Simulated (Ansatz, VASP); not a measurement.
As: VASP beside Ansatz

```
As
1.0
     1.89461   -5.43801    0.00000
     1.89461    5.43801    0.00000
     0.00000    0.00000    4.18192
As
4
Direct
  0.11204 0.88796 0.94714
  0.61204 0.38796 0.55286
  0.88796 0.11204 0.05286
  0.38796 0.61204 0.44714
```

Alike in both runs: functional PBEsol; k mesh 6 × 6 × 4; occupations gaussian, width 0.1 eV; no spin polarisation.

Ansatz relaxed the structure, and its values are those at the end. VASP's run is a single point on that final structure, the one shown.

|  | VASP | Ansatz |
| --- | --- | --- |
| version | VASP 6.6.1 | Ansatz 0.2.0 |
| potentials or method | VASP PAW PBE potentials, release 64 (As_d), cutoff 510 eV | scalar-relativistic, plane waves, PAW |
| valence electrons in the cell | 60 | 60 |

```csv
,VASP,Ansatz,Ansatz less VASP
gap on the k mesh at the Fermi level (eV),0.12,0.12,0.000
least direct gap on the mesh (eV),0.47,0.47,-0.002
pressure (GPa),0.0,-0.1,-0.15
rms of the force components (eV/Å),0.033,0.034,+0.0004
```

VASP's potentials were made for PBE, not for PBEsol.
